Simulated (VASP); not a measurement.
Set up this calculation in VASP 6.6.1, as the native input.

| Quantity | Value |
| --- | --- |
| Task | relaxation of cell and atoms |
| Functional | PBE |
| Potentials or basis | VASP PAW PBE potentials, release 64 (B, N) |
| Cutoff | 600 eV |
| k mesh | 12 × 12 × 12 |
| Occupations | fermi-dirac, width 0.02 eV |
| Spin | no spin polarisation |
| Dipole correction | no |
| Further INCAR settings | ALGO = Normal; EDIFF = 1e-06; IBRION = 2; EDIFFG = -0.005; NSW = 80; ISIF = 3 |

The structure of BN lies in POSCAR:

```
BN
1.0
    0.0000000000      1.5622000000      1.5622000000
    1.5622000000      0.0000000000      1.5622000000
    1.5622000000      1.5622000000      0.0000000000
B N
1 1
Direct
    0.0000000000      0.0000000000      0.0000000000
    0.5000000000      0.5000000000      0.5000000000
```

The input as run:

INCAR

```
ALGO = Normal ; EDIFF = 1E-6
EDIFFG = -0.005 ; ENCUT = 600
GGA = PE ; IBRION = 2
ISIF = 3 ; ISMEAR = -1
LASPH = True ; LCHARG = False
LREAL = False ; LWAVE = False
NELM = 60 ; NSW = 80
PREC = Accurate ; SIGMA = 0.02
```

KPOINTS

```
k-points
0
Gamma
  12 12 12
```

Potentials or basis: VASP PAW PBE potentials, release 64 (B, N).

Command:

```console
$ cat potpaw_PBE.64/B/POTCAR potpaw_PBE.64/N/POTCAR > POTCAR
$ mpirun -np 1 vasp_std > vasp.out
```

Results of the run:

The relaxed volume is 5.37 Å³/atom, the relaxed cell is a = 2.476 Å, b = 2.476 Å, c = 2.476 Å, α = 60.00°, β = 60.00°, γ = 60.00° and the space group after relaxing (to 0.05 Å) is Fm-3m (No. 225). The energy gained by relaxing is 930.8 meV/atom and the ionic steps are 5. The pressure after relaxing is 0.0 GPa. The band gap on the k mesh is 1.13 eV, indirect (least direct gap 5.82 eV).

Caveat: the volume moved by over 15 % at a fixed basis, so the end points are rough.

Run time: 12 s on 1 thread of Intel(R) Xeon(R) Platinum 8375C CPU @ 2.90GHz (Ice Lake), on a shared host, peak memory 0.11 GiB.
